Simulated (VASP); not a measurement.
# BeS in VASP: further runs

BeS is run at these levels: PBE; tasks: single point.

Everything below comes from runs of VASP 6.6.1. Logs are shortened: lines on timing, memory, paths and dates and some standing lists are left out, and cuts for length are marked.

## 1. The cell of the first run

It takes space group F-43m (No. 216, cubic). Conventional cell: a = 4.820 Å, b = 4.820 Å, c = 4.820 Å, α = 90.00°, β = 90.00°, γ = 90.00°. Within 2.8 Å of Be (site symmetry -43m) lie 4 S at 2.09 Å. Within 2.8 Å of S (site symmetry -43m) lie 4 Be at 2.09 Å.

## 2. Single point, PBE (strain -1.0%)

File INCAR:

```
ALGO = Normal
EDIFF = 1E-6
ENCUT = 520
GGA = PE
ISIF = 2
ISMEAR = 0
LASPH = T
LCHARG = F
LREAL = F
LWAVE = F
NBANDS = 11
NELM = 80
PREC = Accurate
SIGMA = 0.01
```

File KPOINTS:

```
k-points
0
Gamma
  6 6 6
```

File POSCAR:

```
BeS
1.0
    0.0000000000      2.4099631659      2.4099631659
    2.4099631659      0.0000000000      2.4099631659
    2.4099631659      2.4099631659      0.0000000000
Be S
1 1
Direct
    0.0000000000      0.0000000000      0.0000000000
    0.2500000000      0.2500000000      0.2500000000
```

Potentials or basis: VASP PAW PBE potentials, release 64 (Be, S).

Run with:

```console
> cat potpaw_PBE.64/Be/POTCAR potpaw_PBE.64/S/POTCAR > POTCAR
> mpirun -np 1 vasp_std > vasp.out
```

OUTCAR:

```text
EDIFF = 1E-6
   ENCUT = 520
   GGA = PE
   ISIF = 2
   ISMEAR = 0
   LASPH = T
   LREAL = F
   NELM = 80
   PREC = Accurate

 ion  position               nearest neighbor table
   1  0.000  0.000  0.000-   2 2.09   2 2.09   2 2.09   2 2.09
   2  0.250  0.250  0.250-   1 2.09   1 2.09   1 2.09   1 2.09

  LATTYP: Found a face centered cubic cell.
 ALAT       =     4.8199263318

  Lattice vectors:

 A1 = (   0.0000000000,   2.4099631659,   2.4099631659)
 A2 = (   2.4099631659,   0.0000000000,   2.4099631659)
 A3 = (   2.4099631659,   2.4099631659,   0.0000000000)

Analysis of symmetry for initial positions (statically):
=====================================================================
 Subroutine PRICEL returns:
 Original cell was already a primitive cell.

 Routine SETGRP: Setting up the symmetry group for a
 face centered cubic supercell.

 Subroutine GETGRP returns: Found 24 space group operations
 (whereof 24 operations were pure point group operations)
 out of a pool of 48 trial point group operations.

The static configuration has the point symmetry T_d .

Analysis of symmetry for dynamics (positions and initial velocities):
=====================================================================
 Subroutine PRICEL returns:
 Original cell was already a primitive cell.

 Routine SETGRP: Setting up the symmetry group for a
 face centered cubic supercell.

 Subroutine GETGRP returns: Found 24 space group operations
 (whereof 24 operations were pure point group operations)
 out of a pool of 48 trial point group operations.

The dynamic configuration has the point symmetry T_d .

 Subroutine INISYM returns: Found 24 space group operations
 (whereof 24 operations are pure point group operations),
 and found     1 'primitive' translations

----------------------------------------------------------------------------------------

                                     Primitive cell

  volume of cell :      27.9938

  direct lattice vectors                    reciprocal lattice vectors
     0.000000000  2.409963166  2.409963166    -0.207472051  0.207472051  0.207472051
     2.409963166  0.000000000  2.409963166     0.207472051 -0.207472051  0.207472051
     2.409963166  2.409963166  0.000000000     0.207472051  0.207472051 -0.207472051

  length of vectors
     3.408202594  3.408202594  3.408202594     0.359352133  0.359352133  0.359352133

  position of ions in fractional coordinates (direct lattice)
     0.000000000  0.000000000  0.000000000
     0.250000000  0.250000000  0.250000000

  ion indices of the primitive-cell ions
   primitive index   ion index
                 1           1
                 2           2

----------------------------------------------------------------------------------------

 KPOINTS: k-points

Automatic generation of k-mesh.
 Grid dimensions read from file:
 generate k-points for:    6    6    6

 Generating k-lattice:

  Cartesian coordinates                     Fractional coordinates (reciprocal lattice)
    -0.034578675  0.034578675  0.034578675     0.166666667  0.000000000  0.000000000
     0.034578675 -0.034578675  0.034578675     0.000000000  0.166666667  0.000000000
     0.034578675  0.034578675 -0.034578675     0.000000000  0.000000000  0.166666667

  Length of vectors
     0.059892022  0.059892022  0.059892022

  Shift w.r.t. Gamma in fractional coordinates (k-lattice)
     0.000000000  0.000000000  0.000000000

 Subroutine IBZKPT returns following result:
 ===========================================

 Found     16 irreducible k-points:

 Following reciprocal coordinates:
            Coordinates               Weight
  0.000000  0.000000  0.000000      1.000000
  0.166667  0.000000  0.000000      8.000000
  0.333333  0.000000  0.000000      8.000000
  0.500000  0.000000  0.000000      4.000000
  0.166667  0.166667  0.000000      6.000000
  0.333333  0.166667  0.000000     24.000000
[... 8 lines left out ...]
 -0.333333  0.333333  0.166667     24.000000
 -0.333333  0.500000  0.166667     12.000000
   k-points           NKPTS =     16   k-points in BZ     NKDIM =     16   number of bands    NBANDS=     11
   number of dos      NEDOS =    301   number of ions     NIONS =      2
   total plane-waves  NPLWV =  21952
   dimension x,y,z NGX =    28 NGY =   28 NGZ =   28
   dimension x,y,z NGXF=    56 NGYF=   56 NGZF=   56
   ions per type =               1   1
   NGX,Y,Z   is equivalent  to a cutoff of  13.66, 13.66, 13.66 a.u.
   NGXF,Y,Z  is equivalent  to a cutoff of  27.32, 27.32, 27.32 a.u.
 SYSTEM =  unknown system
   PREC   = accura    normal or accurate (medium, high low for compatibility)
   ISTART =      0    job   : 0-new  1-cont  2-samecut
   ICHARG =      2    charge: 1-file 2-atom 10-const
   ISPIN  =      1    spin polarized calculation?
   LNONCOLLINEAR =      F non collinear calculations
   LSORBIT =      F    spin-orbit coupling
   LASPH  =      T    aspherical Exc in radial PAW
   ENCUT  =  520.0 eV  38.22 Ry    6.18 a.u.   6.34  6.34  6.34*2*pi/ulx,y,z
   NELM   =     80;   NELMIN=  2; NELMDL= -5     # of ELM steps
   EDIFF  = 0.1E-05   stopping-criterion for ELM
   LREAL  =      F    real-space projection
   EDIFFG = 0.1E-04   stopping-criterion for IOM
   NSW    =      0    number of steps for IOM
   IBRION =     -1    ionic relax: 0-MD 1-quasi-New 2-CG
   NFREE  =      0    steps in history (QN), initial steepest desc. (CG)
   ISIF   =      2    stress and relaxation
   ISYM   =      2    0-nonsym 1-usesym 2-fastsym
   POTIM  = 0.5000    time-step for ionic-motion
   TEBEG  =    0.0;   TEEND  =   0.0 temperature during run
   PSTRESS=    0.0 pullay stress
   NELECT =       8.0000    total number of electrons
   NUPDOWN=      -1.0000    fix difference up-down
   EMIN   =  10.00;   EMAX   =-10.00  energy-range for DOS
   EFERMI =   0.00;   METHOD = LEGACY
   ISMEAR =     0;   SIGMA  =   0.01  broadening in eV -4-tet -1-fermi 0-gaus
   EFERMI_NEDOS =   21; number of points for ismear=-14 and -15
   IALGO  =     38    algorithm
   IMIX   =      4    mixing-type and parameters
     AMIX     =   0.40;   BMIX     =  1.00
     AMIX_MAG =   1.60;   BMIX_MAG =  1.00
  volume/ion in A,a.u.               =      14.00        94.46
  Fermi-wavevector in a.u.,A,eV,Ry     =   1.078329  2.037745 15.820751  1.162792
  Thomas-Fermi vector in A             =   2.214264
   LORBIT       =      0    0 simple, 1 ext, 2 COOP (PROOUT), +10 PAW based schemes
   GGA     = PE    functional components
   LHFCALC =     F    Hartree Fock is set to
   AEXX    =    0.0000 exact exchange contribution
   IVDW    =     0    specifies the selected vdW correction
   LEPSILON=     F    determine dielectric tensor
   LRPA    =     F    only Hartree local field effects (RPA)
 non-spin polarized calculation
 Gauss-broadening in eV      SIGMA  =   0.01
  energy-cutoff  :      520.00
  volume of cell :       27.99
 maximum number of plane-waves:       769
 NGX is ok and might be reduce to    28
   NGX = 13   NGY = 13   NGZ = 13

 number of electron       8.0000000 magnetization

 Free energy of the ion-electron system (eV)
  ---------------------------------------------------
  ext. energy  EPLUGINS =         0.00000000
  ---------------------------------------------------
  free energy    TOTEN  =        -9.99982953 eV

  energy without entropy =       -9.99982953  energy(sigma->0) =       -9.99982953

 E-fermi :   4.4539     XC(G=0):  -9.8074

 val. band max:        4.3718716532   @ k =   0.0000   0.0000   0.0000
 cond. band min:       7.4389088390   @ k =   0.5000   0.5000   0.0000
 fundamental gap:      3.0670371858
 Fermi energy:         4.4538898548

 k-point     1 :       0.0000    0.0000    0.0000
  band No.  band energies     occupation
      1      -9.4481      2.00000
      2       4.3719      2.00000
      3       4.3719      2.00000
      4       4.3719      2.00000
      5      10.0319      0.00000
      6      10.0319      0.00000
      7      10.0319      0.00000
      8      10.4170      0.00000
      9      17.2210      0.00000
     10      17.2210      0.00000
     11      19.3884      0.00000

 k-point     2 :       0.1667    0.0000    0.0000
  band No.  band energies     occupation
      1      -9.1294      2.00000
      2       2.4471      2.00000
      3       4.0359      2.00000
      4       4.0359      2.00000
      5      10.0102      0.00000
      6      10.6107      0.00000
      7      10.6107      0.00000
      8      12.3790      0.00000
      9      16.2897      0.00000
     10      16.2897      0.00000
     11      19.0269      0.00000

 k-point     3 :       0.3333    0.0000    0.0000
  band No.  band energies     occupation
      1      -8.3306      2.00000
      2      -0.2787      2.00000
      3       3.5204      2.00000
      4       3.5204      2.00000
      5       9.9531      0.00000
      6      11.0349      0.00000
      7      11.0349      0.00000
      8      14.9003      0.00000
      9      17.0513      0.00000
     10      17.0513      0.00000
     11      18.7561      0.00000

 k-point     4 :       0.5000    0.0000    0.0000
  band No.  band energies     occupation
      1      -7.7853      2.00000
      2      -1.5381      2.00000
      3       3.3114      2.00000
      4       3.3114      2.00000
      5       9.9181      0.00000
      6      10.9282      0.00000
      7      10.9282      0.00000
      8      15.6674      0.00000
      9      19.3981      0.00000
     10      19.3981      0.00000
     11      19.7343      0.00000
[... 127 lines left out ...]
 k-point    14 :       0.5000    0.3333    0.1667
  band No.  band energies     occupation
      1      -7.7391      2.00000
      2      -0.0961      2.00000
      3       1.3092      2.00000
      4       2.4101      2.00000
      5      10.1437      0.00000
      6      11.3981      0.00000
      7      12.2764      0.00000
      8      14.7639      0.00000
      9      17.1200      0.00000
     10      19.1185      0.00000
     11      21.2235      0.00000

 k-point    15 :      -0.3333    0.3333    0.1667
  band No.  band energies     occupation
      1      -7.3406      2.00000
      2      -0.5963      2.00000
      3       0.8544      2.00000
      4       1.9208      2.00000
      5      10.5518      0.00000
      6      11.4444      0.00000
      7      13.9410      0.00000
      8      14.7090      0.00000
      9      15.7017      0.00000
     10      19.9975      0.00000
     11      20.9026      0.00000

 k-point    16 :      -0.3333    0.5000    0.1667
  band No.  band energies     occupation
      1      -7.1804      2.00000
      2      -0.3165      2.00000
      3       0.8722      2.00000
      4       1.0946      2.00000
      5       9.5182      0.00000
      6      11.0515      0.00000
      7      14.4958      0.00000
      8      14.9571      0.00000
      9      18.9450      0.00000
     10      19.0610      0.00000
     11      21.5274      0.00000

------------------------ aborting loop because EDIFF is reached ----------------------------------------

  FORCE on cell =-STRESS in cart. coord.  units (eV):
  Direction    XX          YY          ZZ          XY          YZ          ZX
  --------------------------------------------------------------------------------------
  -------------------------------------------------------------------------------------
  Total        0.6128108      0.6128108      0.6128108      0.0000000     -0.0000000      0.0000000
  in kB       35.0732337     35.0732337     35.0732337      0.0000000     -0.0000000      0.0000000
  external PRESSURE =      35.0732337 kB  Pullay stress =       0.0000000 kB

 VOLUME and BASIS-vectors are now :
 -----------------------------------------------------------------------------
  energy-cutoff  :      520.00
  volume of cell :       27.99
      direct lattice vectors                 reciprocal lattice vectors
     0.000000000  2.409963166  2.409963166    -0.207472051  0.207472051  0.207472051
     2.409963166  0.000000000  2.409963166     0.207472051 -0.207472051  0.207472051
     2.409963166  2.409963166  0.000000000     0.207472051  0.207472051 -0.207472051

 POSITION                                       TOTAL-FORCE (eV/Angst)
 -----------------------------------------------------------------------------------
      0.00000      0.00000      0.00000        -0.000000     -0.000000     -0.000000
      1.20498      1.20498      1.20498         0.000000      0.000000      0.000000
 -----------------------------------------------------------------------------------
    total drift:                                0.000000      0.000000      0.000000

  FREE ENERGIE OF THE ION-ELECTRON SYSTEM (eV)
  ---------------------------------------------------
  free  energy   TOTEN  =        -9.9998295280 eV

  energy  without entropy=       -9.9998295280  energy(sigma->0) =       -9.99982953
```

Run time: 8.3 s. Hardware: 1 thread of Intel Xeon 8259CL, shared host; peak memory 0.14 GiB.

What came out:

- Free energy: -9.9998 eV
- Pressure: 3.5 GPa
- Band gap on the k mesh: 3.07 eV, indirect (least direct gap 5.66 eV)

Caveat: the cell differs from its parent crystal (strain -1.0%). A k mesh can miss the band edges.

(Part 1 of 2 ends here.)
